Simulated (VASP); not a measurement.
# Ba6Ti6RuO18 in VASP: single point with LDA

Aim: the single point of Ba6Ti6RuO18 with LDA.

All numbers are computed with VASP 6.6.1; they aren't measurements. Logs are shortened: lines on timing, memory, paths and dates and some standing lists are left out, and cuts for length are marked.

### Step 1. The cell of the first run

The cell holds a slab with vacuum, 31 atoms: a = 5.654 Å, b = 6.954 Å, c = 21.964 Å, α = 90.00°, β = 90.00°, γ = 90.00°.

### Step 2. Single point, LDA

INCAR

```
PREC = Accurate ; ENCUT = 520
EDIFF = 1E-6 ; ISMEAR = -1
SIGMA = 0.05 ; LREAL = Auto
LASPH = True ; NELM = 100
ALGO = Normal ; ISIF = 2
LWAVE = False ; LCHARG = False
NBANDS = 148
```

KPOINTS

```
Automatic mesh
0
Gamma
  2 2 1
```

POSCAR

```
Ba6Ti6RuO18
1.0
    5.6540340000      0.0000000000      0.0000000000
    0.0000000000      6.9537760000      0.0000000000
    0.0000000000      0.0000000000     21.9640910000
Ba Ti O Ru
6 6 18 1
Direct
    0.0000000000      0.0000000000      0.0455288589
   -0.0106295788      0.3439426292      0.1937389533
    0.4755896410      0.6626184105      0.1229415777
    0.5193106373      0.0154736074      0.2650234877
    0.5107503775      0.3336316844      0.4168258090
    1.0183525603      0.7007415827      0.3302663425
    0.5009874366      0.1605602481      0.1100523577
    0.0000000000      0.4879938612      0.0455288589
    1.0027530786      0.8496966253      0.1949409152
    0.9992688406      0.1838425627      0.3438430482
    0.5011466150      0.5025902474      0.2644042952
    0.4885538361      0.8308723203      0.4016100644
    0.7474486358      0.0203055146      0.1552807262
    0.4999969933      0.0142368693      0.0467035035
    0.2221953388     -0.0113751148      0.1447635598
    0.2460544100      0.3475665595      0.0820976384
    0.4815323007      0.3739263387      0.1920771499
    0.7539572631      0.3475665595      0.0820976384
    0.2504583453      0.6962116697      0.2237333655
    0.9694847962      0.6696793224      0.0992984413
    0.7643922905      0.6731450654      0.2247805293
    0.2425171126     -0.0181627939      0.3641990010
    1.0124452736      0.0207656962      0.2640491701
    0.7248099322      0.0259283589      0.3803799574
    0.7464051330      0.3444603335      0.3029626858
    1.0237469389      0.3291305328      0.4164888954
    0.2743527895      0.3626806501      0.3062953982
    0.7049480070      0.6542919991      0.4565042095
    0.5053559989      0.7004827305      0.3295788567
    0.2712930272      0.6824781241      0.4364350885
   -0.0075875030      0.5547201981      0.4624320670
```

Potentials or basis: VASP PAW LDA potentials, release 64 (Ba_sv, Ti_sv, O, Ru_pv).

Started as:

```bash
> cat potpaw_LDA.64/Ba_sv/POTCAR potpaw_LDA.64/Ti_sv/POTCAR potpaw_LDA.64/O/POTCAR potpaw_LDA.64/Ru_pv/POTCAR > POTCAR
> mpirun -np 1 vasp_std > vasp.out
```

OUTCAR:

```text
PREC = Accurate
   ENCUT = 520
   EDIFF = 1E-6
   ISMEAR = -1
   LREAL = Auto
   LASPH = True
   NELM = 100
   ISIF = 2

 ion  position               nearest neighbor table
   1  0.000  0.000  0.046-  15 2.52  20 2.59  13 2.81  14 2.83  14 2.83  18 2.90  16 2.90   7 3.35
                             7 3.36   8 3.39   9 3.44   8 3.56   3 3.95   2 4.04   3 4.15
   2  0.989  0.344  0.194-  21 2.71  23 2.73  25 2.76  13 2.77  18 2.79  17 2.79  16 2.85  17 2.88
                            19 2.93  27 2.95  15 3.00  20 3.07  11 3.35   8 3.41   9 3.44  11 3.46
   3  0.476  0.663  0.123-  17 2.52  19 2.56  16 2.70  15 2.72  21 2.77  20 2.84  18 2.84  20 2.91
                            14 2.97  13 3.01  11 3.30   9 3.37   8 3.41   7 3.48   7 3.51   9 3.62
   4  0.519  0.015  0.265-  29 2.61  22 2.69  13 2.73  25 2.75  24 2.79  23 2.79  19 2.84  23 2.87
                            21 2.89  27 2.93  17 2.97  15 3.14  12 3.27   9 3.34  11 3.39  10 3.43
   5  0.511  0.334  0.417-  24 2.59  28 2.63  26 2.75  27 2.78  30 2.81  25 2.83  26 2.90  22 3.10
                            29 3.19  31 3.28  10 3.36  31 3.46  10 3.47  12 3.48  12 3.51  11 3.55
   6  0.018  0.701  0.330-  22 2.45  23 2.66  19 2.68  21 2.73  30 2.74  29 2.75  27 2.81  29 2.90
                            25 2.98  24 3.01  31 3.08   9 3.15  26 3.20  12 3.22  28 3.31  10 3.37
   7  0.501  0.161  0.110-  14 1.72  13 1.97  18 2.03  16 2.04  15 2.12  17 2.34   1 3.35   1 3.36
                             3 3.48   3 3.51   4 3.55   2 3.55   2 3.66
   8  0.000  0.488  0.046-  20 1.74  18 1.88  16 1.88   1 3.39   3 3.41   2 3.41   1 3.56   3 3.63

   9  0.003  0.850  0.195-  19 1.87  15 1.92  23 1.93  21 1.94  13 2.06   6 3.15   4 3.34   3 3.37
                             2 3.44   1 3.44   4 3.50   2 3.52   3 3.62
  10  0.999  0.184  0.344-  26 1.89  22 2.02  25 2.02  24 2.06  23 2.09  27 2.16   5 3.36   6 3.37
                             4 3.43   5 3.47   2 3.48   4 3.61   6 3.61
  11  0.501  0.503  0.264-  17 1.83  27 1.85  25 1.96  29 1.99  21 2.09  19 2.15   3 3.30   2 3.35
                             6 3.38   4 3.39   2 3.46   6 3.54   5 3.55   4 3.57
  12  0.489  0.831  0.402-  30 1.78  29 1.83  22 1.93  24 1.96  28 2.11   6 3.22   4 3.27   5 3.48
                             6 3.50   5 3.51
  13  0.747  0.020  0.155-   7 1.97   9 2.06   4 2.73   2 2.77   1 2.81   3 3.01
  14  0.500  0.014  0.047-   7 1.72   1 2.83   1 2.83   3 2.97
  15  0.222  0.989  0.145-   9 1.92   7 2.12   1 2.52   3 2.72   2 3.00   4 3.14
  16  0.246  0.348  0.082-   8 1.88   7 2.04   3 2.70   2 2.85   1 2.90
  17  0.482  0.374  0.192-  11 1.83   7 2.34   3 2.52   2 2.79   2 2.88   4 2.97
  18  0.754  0.348  0.082-   8 1.88   7 2.03   2 2.79   3 2.84   1 2.90
  19  0.250  0.696  0.224-   9 1.87  11 2.15   3 2.56   6 2.68   4 2.84   2 2.93
  20  0.969  0.670  0.099-   8 1.74   1 2.59   3 2.84   3 2.91   2 3.07
  21  0.764  0.673  0.225-   9 1.94  11 2.09   2 2.71   6 2.73   3 2.77   4 2.89
  22  0.243  0.982  0.364-  12 1.93  10 2.02   6 2.45   4 2.69   5 3.10
  23  0.012  0.021  0.264-   9 1.93  10 2.09   6 2.66   2 2.73   4 2.79   4 2.87
  24  0.725  0.026  0.380-  12 1.96  10 2.06   5 2.59   4 2.79   6 3.01
  25  0.746  0.344  0.303-  11 1.96  10 2.02   4 2.75   2 2.76   5 2.83   6 2.98
  26  0.024  0.329  0.416-  31 1.87  10 1.89   5 2.75   5 2.90   6 3.20
  27  0.274  0.363  0.306-  11 1.85  10 2.16   5 2.78   6 2.81   4 2.93   2 2.95
  28  0.705  0.654  0.457-  31 1.77  12 2.11   5 2.63   6 3.31
  29  0.505  0.700  0.330-  12 1.83  11 1.99   4 2.61   6 2.75   6 2.90   5 3.19
  30  0.271  0.682  0.436-  12 1.78  31 1.90   6 2.74   5 2.81
  31  0.992  0.555  0.462-  28 1.77  26 1.87  30 1.90   6 3.08   5 3.28   5 3.46

  LATTYP: Found a simple orthorhombic cell.
 ALAT       =     5.6540340000
 B/A-ratio  =     1.2298787025
 C/A-ratio  =     3.8846761445

  Lattice vectors:

 A1 = (   5.6540340000,   0.0000000000,   0.0000000000)
 A2 = (   0.0000000000,   6.9537760000,   0.0000000000)
 A3 = (   0.0000000000,   0.0000000000,  21.9640910000)

Analysis of symmetry for initial positions (statically):
=====================================================================
 Subroutine PRICEL returns:
 Original cell was already a primitive cell.

 Routine SETGRP: Setting up the symmetry group for a
 simple orthorhombic supercell.

 Subroutine GETGRP returns: Found  1 space group operations
 (whereof  1 operations were pure point group operations)
 out of a pool of  8 trial point group operations.

The static configuration has the point symmetry C_1 .

Analysis of symmetry for dynamics (positions and initial velocities):
=====================================================================
 Subroutine PRICEL returns:
 Original cell was already a primitive cell.

 Routine SETGRP: Setting up the symmetry group for a
 simple orthorhombic supercell.

 Subroutine GETGRP returns: Found  1 space group operations
 (whereof  1 operations were pure point group operations)
 out of a pool of  8 trial point group operations.

The dynamic configuration has the point symmetry C_1 .

 Subroutine INISYM returns: Found  1 space group operations
 (whereof  1 operations are pure point group operations),
 and found     1 'primitive' translations

----------------------------------------------------------------------------------------

                                     Primitive cell

  volume of cell :     863.5597

  direct lattice vectors                    reciprocal lattice vectors
[... 73 lines left out ...]

----------------------------------------------------------------------------------------

 KPOINTS: Automatic mesh

Automatic generation of k-mesh.
 Grid dimensions read from file:
 generate k-points for:    2    2    1

 Generating k-lattice:

  Cartesian coordinates                     Fractional coordinates (reciprocal lattice)
     0.088432436  0.000000000  0.000000000     0.500000000  0.000000000  0.000000000
     0.000000000  0.071903380  0.000000000     0.000000000  0.500000000  0.000000000
     0.000000000  0.000000000  0.045528859     0.000000000  0.000000000  1.000000000

  Length of vectors
     0.088432436  0.071903380  0.045528859

  Shift w.r.t. Gamma in fractional coordinates (k-lattice)
     0.000000000  0.000000000  0.000000000

 Subroutine IBZKPT returns following result:
 ===========================================

 Found      4 irreducible k-points:

 Following reciprocal coordinates:
            Coordinates               Weight
  0.000000  0.000000  0.000000      1.000000
  0.500000  0.000000  0.000000      1.000000
  0.000000  0.500000  0.000000      1.000000
  0.500000  0.500000  0.000000      1.000000
   k-points           NKPTS =      4   k-points in BZ     NKDIM =      4   number of bands    NBANDS=    148
   number of dos      NEDOS =    301   number of ions     NIONS =     31
   total plane-waves  NPLWV = 381024
   dimension x,y,z NGX =    42 NGY =   54 NGZ =  168
   dimension x,y,z NGXF=    84 NGYF=  108 NGZF=  336
   ions per type =               6   6  18   1
   NGX,Y,Z   is equivalent  to a cutoff of  12.35, 12.91, 12.72 a.u.
   NGXF,Y,Z  is equivalent  to a cutoff of  24.70, 25.82, 25.43 a.u.
 SYSTEM =  unknown system
   PREC   = accura    normal or accurate (medium, high low for compatibility)
   ISTART =      0    job   : 0-new  1-cont  2-samecut
   ICHARG =      2    charge: 1-file 2-atom 10-const
   ISPIN  =      1    spin polarized calculation?
   LNONCOLLINEAR =      F non collinear calculations
   LSORBIT =      F    spin-orbit coupling
   LASPH  =      T    aspherical Exc in radial PAW
   ENCUT  =  520.0 eV  38.22 Ry    6.18 a.u.  10.51 12.93 40.84*2*pi/ulx,y,z
   NELM   =    100;   NELMIN=  2; NELMDL= -5     # of ELM steps
   EDIFF  = 0.1E-05   stopping-criterion for ELM
   LREAL  =      T    real-space projection
   EDIFFG = 0.1E-04   stopping-criterion for IOM
   NSW    =      0    number of steps for IOM
   IBRION =     -1    ionic relax: 0-MD 1-quasi-New 2-CG
   NFREE  =      0    steps in history (QN), initial steepest desc. (CG)
   ISIF   =      2    stress and relaxation
   ISYM   =      2    0-nonsym 1-usesym 2-fastsym
   POTIM  = 0.5000    time-step for ionic-motion
   TEBEG  =    0.0;   TEEND  =   0.0 temperature during run
   PSTRESS=    0.0 pullay stress
   NELECT =     254.0000    total number of electrons
   NUPDOWN=      -1.0000    fix difference up-down
   EMIN   =  10.00;   EMAX   =-10.00  energy-range for DOS
   EFERMI =   0.00;   METHOD = LEGACY
   ISMEAR =    -1;   SIGMA  =   0.05  broadening in eV -4-tet -1-fermi 0-gaus
   EFERMI_NEDOS =   21; number of points for ismear=-14 and -15
   IALGO  =     38    algorithm
   IMIX   =      4    mixing-type and parameters
     AMIX     =   0.40;   BMIX     =  1.00
     AMIX_MAG =   1.60;   BMIX_MAG =  1.00
  volume/ion in A,a.u.               =      27.86       187.99
  Fermi-wavevector in a.u.,A,eV,Ry     =   1.088734  2.057410 16.127566  1.185343
  Thomas-Fermi vector in A             =   2.224922
   LORBIT       =      0    0 simple, 1 ext, 2 COOP (PROOUT), +10 PAW based schemes
   GGA     = CA    functional components
   LHFCALC =     F    Hartree Fock is set to
   AEXX    =    0.0000 exact exchange contribution
   IVDW    =     0    specifies the selected vdW correction
   LEPSILON=     F    determine dielectric tensor
   LRPA    =     F    only Hartree local field effects (RPA)
 non-spin polarized calculation
  energy-cutoff  :      520.00
  volume of cell :      863.56
 maximum number of plane-waves:     23298
   NGX = 21   NGY = 25   NGZ = 81

 number of electron     253.9999992 magnetization

 Free energy of the ion-electron system (eV)
  ---------------------------------------------------
  ext. energy  EPLUGINS =         0.00000000
  ---------------------------------------------------
  free energy    TOTEN  =      -261.28129026 eV

  energy without entropy =     -261.18794911  energy(sigma->0) =     -261.23461968

 E-fermi :   1.1074     XC(G=0):  -6.3707

 val. band max:        1.0783642790   @ k =   0.0000   0.0000   0.0000
 cond. band min:       1.1346630133   @ k =   0.0000   0.5000   0.0000
 fundamental gap:      0.0562987343
 Fermi energy:         1.1074272151

 k-point     1 :       0.0000    0.0000    0.0000
  band No.  band energies     occupation
      1     -56.7447      2.00000
      2     -56.7115      2.00000
      3     -56.5395      2.00000
      4     -56.5136      2.00000
      5     -56.4589      2.00000
      6     -56.2985      2.00000
[... 557 lines left out ...]
    138       2.4026      0.00000
    139       2.4461      0.00000
 [bands above 139 left out]

------------------------ aborting loop because EDIFF is reached ----------------------------------------

  FORCE on cell =-STRESS in cart. coord.  units (eV):
  Direction    XX          YY          ZZ          XY          YZ          ZX
  --------------------------------------------------------------------------------------
  -------------------------------------------------------------------------------------
  Total       -1.7551278      2.0414505     -0.0031847      1.0816879      3.5190500     -2.1412468
  in kB       -3.2563193      3.7875387     -0.0059087      2.0068745      6.5289550     -3.9726927
  external PRESSURE =       0.1751036 kB  Pullay stress =       0.0000000 kB

 VOLUME and BASIS-vectors are now :
 -----------------------------------------------------------------------------
  energy-cutoff  :      520.00
  volume of cell :      863.56
      direct lattice vectors                 reciprocal lattice vectors
     5.654034000  0.000000000  0.000000000     0.176864872  0.000000000  0.000000000
     0.000000000  6.953776000  0.000000000     0.000000000  0.143806761  0.000000000
     0.000000000  0.000000000 21.964091000     0.000000000  0.000000000  0.045528859

 POSITION                                       TOTAL-FORCE (eV/Angst)
 -----------------------------------------------------------------------------------
      0.00000      0.00000      1.00000        -0.255893      0.545954     -0.309992
      5.59393      2.39170      4.25530         0.304384     -0.256354     -0.037727
      2.68900      4.60770      2.70030         0.942318      0.729739     -0.683721
      2.93620      0.10760      5.82100        -0.595401      0.411531     -0.449047
      2.88780      2.32000      9.15520        -0.326456      0.054185     -0.521701
      0.10377      4.87280      7.25400        -1.001695     -1.251279      0.417955
[... 23 lines left out ...]
      1.53390      4.74580      9.58590        -1.239315     -1.288882      1.237282
      5.61113      3.85740     10.15690         1.011623      0.792303     -0.018667
 -----------------------------------------------------------------------------------
    total drift:                               -0.012630      0.002437      0.020502

  FREE ENERGIE OF THE ION-ELECTRON SYSTEM (eV)
  ---------------------------------------------------
  free  energy   TOTEN  =      -261.2812902589 eV

  energy  without entropy=     -261.1879491082  energy(sigma->0) =     -261.23461968
```

Run time: 27 min. Hardware: 1 thread of Intel Xeon Platinum 8375C at 2.90GHz (Ice Lake), shared host; peak memory 0.76 GiB.

What came out:

```
Free energy            : -261.2813 eV
Largest force          : 4.145 eV/Å
Band gap on the k mesh : zero (bands 127 and 128 overlap by 0.08 eV)
```

Forces on the atoms (eV/Å):
```
Ba  -0.256  0.546 -0.310
Ba   0.304 -0.256 -0.038
Ba   0.942  0.730 -0.684
Ba  -0.595  0.412 -0.449
Ba  -0.326  0.054 -0.522
Ba  -1.002 -1.251  0.418
Ti   0.009 -0.048  0.410
Ti  -0.580 -2.462  3.284
Ti  -0.409  1.463  0.389
Ti   0.372 -0.334  0.739
Ti   0.405  0.144  0.432
Ti   1.031  0.384 -0.797
O   -0.351 -0.229 -0.356
O    0.118 -0.327 -0.231
O    0.745  0.755  0.325
O   -0.794  0.573 -1.501
O    0.148 -1.352 -0.177
O    0.411  0.032 -1.565
O   -0.078 -0.611  0.159
O    0.550  1.067  0.022
O    0.083  0.433 -0.427
O    0.293  2.170  1.231
O   -0.511 -0.258 -0.938
O    0.522 -0.301 -0.287
O    0.636  0.131  0.284
O   -0.086 -0.462 -0.928
O   -1.144 -0.669  0.192
O   -1.014  0.903 -0.366
O    0.804 -0.743  0.471
O   -1.239 -1.289  1.237
Ru   1.012  0.792 -0.019
```

Caveat: the k points lie up to 0.56 Å⁻¹ apart; there is no dipole correction, which matters where the two faces differ; spin-orbit coupling is left out, which moves the levels of the heavy elements; semilocal functionals often make such compounds metallic where correlation or magnetic order opens a gap, which also shifts bond lengths.

The gap in the log of VASP goes by the Fermi energy; the results here count the filled bands.